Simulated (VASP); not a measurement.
Input of a VASP 6.6.1 run:

Contents of INCAR:

```
SYSTEM = Zn5Se2S3
PREC = Accurate
ENCUT = 520
EDIFF = 1E-7
ISMEAR = 0
SIGMA = 0.1
LREAL = .FALSE.
LASPH = .TRUE.
NELM = 60
ALGO = Normal
ISIF = 2
LWAVE = .FALSE.
LCHARG = .TRUE.
GGA = PE
LELF = .TRUE.
LVHAR = .TRUE.
NBANDS = 56
```

KPOINTS

```
Automatic mesh
0
G
  4 4 4
  0 0 0
```

Contents of POSCAR:

```
Zn5Se2S3
1.0
    0.0001161960     -3.9450510060      0.0000897576
    3.9453786322     -0.0001150739      0.0001922611
   -1.9738144124      1.9726576446     13.8114173366
Zn Se S
5 2 3
Direct
    0.7021235068      0.7020056268      0.4044773949
    0.2978426462      0.2977390742      0.5955112496
    0.8936357297      0.8937016757      0.7869496917
    0.4997452523      0.4998967702     -0.0000124073
    0.1066597498      0.1066779485      0.2130476976
    0.4468082124      0.9466734314      0.8934427978
    0.0531441652      0.5533890830      0.1065924981
    0.2499447289      0.7499397288      0.4999918672
    0.8455808144      0.3457244111      0.6910866132
    0.6545151945      0.1542522503      0.3089125970
```

Potentials or basis: VASP PAW PBE potentials, release 64 (Zn, Se, S).

Command:

```console
$ cat potpaw_PBE.64/Zn/POTCAR potpaw_PBE.64/Se/POTCAR potpaw_PBE.64/S/POTCAR > POTCAR
$ mpirun -np 1 vasp_std > vasp.out
```

(1) What does it give for the band gap on the k mesh?

(2) What does it give for the pressure?

(3) What does it give for the largest force?

Answers

(1) 1.54 eV.

(2) 0.2 GPa.

(3) 0.021 eV/Å.
